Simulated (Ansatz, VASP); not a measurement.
## Mg4ZrN4 in VASP and in Ansatz

```
Mg Zr N
1.0
     5.64616    0.00000    0.00000
     2.18671    5.25376    0.00000
     1.30324    2.52292    7.96701
Mg Zr N
8 2 8
Direct
  0.28261 0.16731 0.21568
  0.71739 0.83269 0.78432
  0.24188 0.76438 0.99980
  0.75812 0.23562 0.00020
  0.25943 0.94682 0.57080
  0.74057 0.05318 0.42920
  0.74511 0.49686 0.58090
  0.25489 0.50314 0.41910
  0.27074 0.39049 0.78167
  0.72926 0.60951 0.21833
  0.00570 0.69843 0.60147
  0.99430 0.30157 0.39853
  0.15440 0.16220 0.00321
  0.84560 0.83780 0.99679
  0.50607 0.58238 0.80433
  0.49393 0.41762 0.19567
  0.52299 0.81855 0.38191
  0.47701 0.18145 0.61809
```

Alike in both runs: functional PBE; k mesh 6 × 6 × 4; occupations fermi-dirac, width 0.02 eV; no spin polarisation.

Ansatz relaxed the structure, and its values are those at the end. VASP's run is a single point on that final structure, the one shown.

|  | VASP | Ansatz |
| --- | --- | --- |
| version | VASP 6.6.1 | Ansatz 0.2.0 |
| potentials or method | VASP PAW PBE potentials, release 64 (Mg, Zr_sv, N) | plane-wave PAW, scalar-relativistic |
| plane-wave cutoff (eV) | 600 | 420 |
| valence electrons in the cell | 80 | 144 |

|  | VASP | Ansatz | Ansatz less VASP |
| --- | --- | --- | --- |
| gap on the k mesh at the Fermi level (eV) | 1.33 | 1.34 | +0.013 |
| pressure (GPa) | -0.9 | -0.6 | +0.33 |
| rms of the force components (eV/Å) | 0.014 | 0.007 | -0.0074 |

VASP's potentials hold 80 valence electrons a cell and Ansatz's 144, so a difference there can come from the potentials and not from the codes. Ansatz's warnings: stress scf threshold loose.
